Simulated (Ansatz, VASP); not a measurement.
# TePb in VASP and in Ansatz

The input INCAR:

```
SYSTEM = TePb
ALGO = Normal
EDIFF = 1E-6
ENCUT = 520
GGA = PS
ISIF = 2
ISMEAR = 0
LASPH = .True.
LCHARG = .True.
LELF = .True.
LREAL = .False.
LVHAR = .True.
LWAVE = .False.
NBANDS = 17
NELM = 100
PREC = Accurate
SIGMA = 0.05
```

File KPOINTS:

```
k-points
0
Gamma
  8 8 8
  0 0 0
```

Contents of POSCAR:

```
TePb
1.0
    4.0053937448      0.0000000000      0.0000000000
    0.0000000000      4.0053937448      0.0000000000
    0.0000000000      0.0000000000      4.0053937448
Pb Te
1 1
Direct
    0.0000000000      0.0000000000      0.0000000000
    0.5000000000      0.5000000000      0.5000000000
```

Input for Ansatz:

```yaml
crystal:
  lattice:
    - [4.0053937448, 0.0, 0.0]
    - [0.0, 4.0053937448, 0.0]
    - [0.0, 0.0, 4.0053937448]
  atoms:
    - { symbol: Pb, position: [0.0, 0.0, 0.0] }
    - { symbol: Te, position: [0.5, 0.5, 0.5] }
basis:
  ecutwfc: 420
  ecutrho_ratio: 4
kpoints:
  mp_grid: { grid: [8, 8, 8] }
hamiltonian:
  xc: pbesol
scf:
  occupations: { method: gaussian, width: 0.05 }
output:
  forces: true
  stress: true
  eigenvalues: true
  populations: true
```

Alike in both runs: task single point; functional PBEsol; k mesh 8 × 8 × 8; occupations gaussian, width 0.05 eV; no spin polarisation.

```csv
,VASP,Ansatz
version,VASP 6.6.1,Ansatz 0.2.0
potentials or method,"VASP PAW PBE potentials, release 64 (Pb_d, Te), cutoff 520 eV","scalar-relativistic, plane waves, PAW"
valence electrons in the cell,20,30
```

```tsv
	VASP	Ansatz	Ansatz less VASP
gap on the k mesh at the Fermi level (eV)	none	none	-
pressure (GPa)	-2.8	-2.7	+0.15
```

VASP's potentials were made for PBE, not for PBEsol. A gap of «none» marks a metal or a gap that the smearing closes. VASP's potentials hold 20 valence electrons a cell and Ansatz's 30, so a difference there can come from the potentials and not from the codes.

Neither program's run includes spin-orbit coupling.
